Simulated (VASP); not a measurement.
The system is SnTe.

```
Te Sn
1.0
     0.00000    3.19231    3.19231
     3.19231    0.00000    3.19231
     3.19231    3.19231    0.00000
Te Sn
1 1
Direct
  0.50000 0.50000 0.50000
  0.00000 0.00000 0.00000
```

Base run:

```yaml
Program: VASP 6.6.1
Functional: r2SCAN
Potentials_or_basis: VASP PAW PBE potentials, release 64 (Te, Sn_d)
Cutoff: 520 eV
k_mesh: 7 × 7 × 7
Occupations: fermi-dirac, width 0.05 eV
Spin: no spin polarisation
```

Its results: pressure -0.3 GPa.

Q: The run is repeated on the same cell with these changes: functional from r2SCAN to HF; k mesh from 7 × 7 × 7 to 4 × 4 × 4. What comes out?

A: Pressure 3.6 GPa.

Several settings changed at once.

Caveats: some runs use coarse meshes; the PAW data sets were made with another functional, which shifts forces and pressure a little.
